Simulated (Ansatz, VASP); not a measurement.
# One calculation of HfN, two programs

```xyz
2
Lattice="0.0000 2.2672 2.2333 2.2672 0.0000 2.2333 2.2672 2.2672 0.0000" Properties=species:S:1:pos:R:3 pbc="T T T"
Hf    0.0000    0.0000    0.0000
N     2.2672    2.2672    2.2333
```

Change from the starting cell: z stretched by -1 % at fixed volume, PAW files.

Alike in both runs: task electric field gradients; functional PBE; k mesh 16 × 16 × 16; occupations fermi-dirac, width 0.05 eV; no spin polarisation.

|  | VASP | Ansatz |
| --- | --- | --- |
| version | VASP 6.6.1 | Ansatz 0.2.0 |
| potentials or method | VASP PAW PBE potentials, release 64 (Hf_pv, N) | PAW with Ansatz's default frozen-core files, scalar-relativistic |
| plane-wave cutoff (eV) | 520 | 420 |
| valence electrons in the cell | 15 | 31 |

VASP gave:

* pressure (GPa): 4.4
* traceless stress, the component that is largest in VASP (GPa): 5.34
* size of Vzz on the site where it differs most (V/Å²): 58.0

What did Ansatz give for the same quantities?

Pressure (GPa): 6.8; traceless stress, the component that is largest in VASP (GPa): 5.38; size of Vzz on the site where it differs most (V/Å²): 68.1.

VASP's potentials hold 15 valence electrons a cell and Ansatz's 31, so a difference there can come from the potentials and not from the codes.

Spin-orbit coupling is off throughout.
